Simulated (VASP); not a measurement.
# Al (P-1) in VASP: electric field gradients with PBE

Aim: the electric field gradients of Al with PBE.

Everything below comes from runs of VASP 6.6.1. Logs are shortened: lines on timing, memory, paths and dates and some standing lists are left out, and cuts for length are marked.

## 1. The cell of the first run

The typed cell holds 1 atom: a = 2.857 Å, b = 2.939 Å, c = 2.908 Å, α = 58.44°, β = 59.06°, γ = 57.54°.

## 2. Electric field gradients, PBE (the cell strained at random)

INCAR

```
PREC = Accurate
ENCUT = 520
EDIFF = 1E-8
ISMEAR = -1
SIGMA = 0.025
LREAL = False
LASPH = True
NELM = 80
ALGO = Fast
ISIF = 2
LWAVE = False
LCHARG = False
GGA = PE
LEFG = True
NBANDS = 8
```

KPOINTS

```
regular mesh
0
Gamma
  11 11 11
```

POSCAR

```
Al
1.0
    2.8565164773      0.0000000000      0.0000000000
    1.5770929389      2.4796479987      0.0000000000
    1.4954701144      0.8529751132      2.3439744932
Al
1
Direct
   -0.0982420000      0.0265660000      0.0134160000
```

Potentials or basis: VASP PAW PBE potentials, release 64 (Al).

Launch:

```sh
$ cat potpaw_PBE.64/Al/POTCAR > POTCAR
$ mpirun -np 1 vasp_std > vasp.out
```

OUTCAR:

```text
PREC = Accurate
   ENCUT = 520
   EDIFF = 1E-8
   ISMEAR = -1
   LREAL = False
   LASPH = True
   NELM = 80
   ISIF = 2
   GGA = PE

 ion  position               nearest neighbor table
   1  0.902  0.027  0.013-

  LATTYP: Found a triclinic cell.
 ALAT       =     4.9905111581
 B/A-ratio  =     0.5827661250
 C/A-ratio  =     2.3184315202
 COS(alpha) =     0.0009160890
 COS(beta)  =     0.4816580878
 COS(gamma) =     0.8712052453

  Lattice vectors:

 A1 = (   0.1344237515,   1.7059502264,   4.6879489864)
 A2 = (   1.4954701144,   0.8529751132,   2.3439744932)
 A3 = (  -9.7145492188,   4.1855982251,   4.6879489864)

Analysis of symmetry for initial positions (statically):
=====================================================================
 Subroutine PRICEL returns:
 Original cell was already a primitive cell.

 Routine SETGRP: Setting up the symmetry group for a
 triclinic supercell.

 Subroutine GETGRP returns: Found  2 space group operations
 (whereof  1 operations were pure point group operations)
 out of a pool of  2 trial point group operations.

The static configuration has the point symmetry C_1 .
 The point group associated with its full space group is S_2 .

Analysis of symmetry for dynamics (positions and initial velocities):
=====================================================================
 Subroutine PRICEL returns:
 Original cell was already a primitive cell.

 Routine SETGRP: Setting up the symmetry group for a
 triclinic supercell.

 Subroutine GETGRP returns: Found  2 space group operations
 (whereof  1 operations were pure point group operations)
 out of a pool of  2 trial point group operations.

The dynamic configuration has the point symmetry C_1 .
 The point group associated with its full space group is S_2 .

 Subroutine INISYM returns: Found  2 space group operations
 (whereof  1 operations are pure point group operations),
 and found     1 'primitive' translations

----------------------------------------------------------------------------------------

                                     Primitive cell
[... 123 lines left out ...]
  volume of cell :       16.60
 maximum number of plane-waves:       460
 NGX is ok and might be reduce to    24
   NGX = 11   NGY = 11   NGZ = 11

 number of electron       3.0000000 magnetization

 Free energy of the ion-electron system (eV)
  ---------------------------------------------------
  ext. energy  EPLUGINS =         0.00000000
  ---------------------------------------------------
  free energy    TOTEN  =        -3.74689835 eV

  energy without entropy =       -3.74610420  energy(sigma->0) =       -3.74650127

 E-fermi :   7.9973     XC(G=0): -10.1731

 val. band max:        7.9930883928   @ k =   0.3636  -0.1818   0.3636
 cond. band min:       7.9992309238   @ k =   0.3636  -0.2727   0.3636
 fundamental gap:      0.0061425309
 Fermi energy:         7.9973482172

 k-point     1 :       0.0000    0.0000    0.0000
  band No.  band energies     occupation
      1      -3.1578      2.00000
      2      19.6725      0.00000
      3      20.5116      0.00000
      4      20.9414      0.00000
      5      21.3761      0.00000
      6      21.9640      0.00000
      7      22.6813      0.00000
      8      24.7748      0.00000
[... 243 lines left out ...]
 k-point    24 :      -0.4545    0.1818   -0.0000
  band No.  band energies     occupation
      1       3.9624      2.00000
      2       5.1342      2.00000
      3      12.7633      0.00000
      4      15.5624      0.00000
      5      17.6299      0.00000
      6      23.2190      0.00000
      7      26.3134      0.00000
      8      28.6850      0.00000

 [... further k-points ...]

------------------------ aborting loop because EDIFF is reached ----------------------------------------

  FORCE on cell =-STRESS in cart. coord.  units (eV):
  Direction    XX          YY          ZZ          XY          YZ          ZX
  --------------------------------------------------------------------------------------
  -------------------------------------------------------------------------------------
  Total       -0.1117475      0.0025097      0.0317570     -0.2798813     -0.0555418     -0.1567449
  in kB      -10.7837215      0.2421867      3.0645779    -27.0087703     -5.3598309    -15.1260105
  external PRESSURE =      -2.4923190 kB  Pullay stress =       0.0000000 kB

 VOLUME and BASIS-vectors are now :
 -----------------------------------------------------------------------------
  energy-cutoff  :      520.00
  volume of cell :       16.60
      direct lattice vectors                 reciprocal lattice vectors
     2.856516477  0.000000000  0.000000000     0.350076748 -0.222654009 -0.142327055
     1.577092939  2.479647999  0.000000000     0.000000000  0.403283047 -0.146755182
     1.495470114  0.852975113  2.343974493     0.000000000  0.000000000  0.426625803

 POSITION                                       TOTAL-FORCE (eV/Angst)
 -----------------------------------------------------------------------------------
      2.63785      0.07732      0.03145         0.000000      0.000000      0.000000
 -----------------------------------------------------------------------------------
    total drift:                               -0.000000     -0.000000     -0.000000

  FREE ENERGIE OF THE ION-ELECTRON SYSTEM (eV)
  ---------------------------------------------------
  free  energy   TOTEN  =        -3.7468983462 eV

  energy  without entropy=       -3.7461041983  energy(sigma->0) =       -3.74650127

 Electric field gradients (V/A^2)
---------------------------------------------------------------------
 ion       V_xx      V_yy      V_zz      V_xy      V_xz      V_yz
---------------------------------------------------------------------
   1       0.620    -0.714     0.094     5.237     1.899     0.980
---------------------------------------------------------------------

 Electric field gradients after diagonalization (V/A^2)
 (convention: |V_zz| > |V_xx| > |V_yy|)
----------------------------------------------------------------------
 ion       V_xx      V_yy      V_zz     asymmetry (V_yy - V_xx)/ V_zz
----------------------------------------------------------------------
   1      -5.379    -0.588     5.967       0.803
----------------------------------------------------------------------

           NMR quadrupolar parameters

 Cq : quadrupolar parameter    Cq=e*Q*V_zz/h
 eta: asymmetry parameters     (V_yy - V_xx)/ V_zz
 Q  : nuclear electric quadrupole moment in mb (millibarn)
----------------------------------------------------------------------
 ion       Cq(MHz)       eta       Q (mb)
----------------------------------------------------------------------
   1       0.014       0.803       1.000
----------------------------------------------------------------------
```

It took 1.9 min on 1 thread of Intel Xeon 8259CL, shared host; peak memory 0.2 GiB.

What came out:

```yaml
Free_energy: -3.7469 eV
Pressure: -0.2 GPa
Band_gap_on_the_k_mesh: zero (an odd number of electrons rules out a gap without spin polarisation)
Largest_electric_field_gradient_by_atom: Al +6.0 V/Å²
```

Electric field gradients, principal values (V/Å²):
| atom | least | middle | greatest (by size) |
| --- | --- | --- | --- |
| 1 Al | -0.588 | -5.379 | 5.967 |

Caveat: the cell differs from its parent crystal (the cell strained at random); without QUAD_EFG the Cq values of the log hold for a quadrupole moment of 1 mb, not for the nuclei.
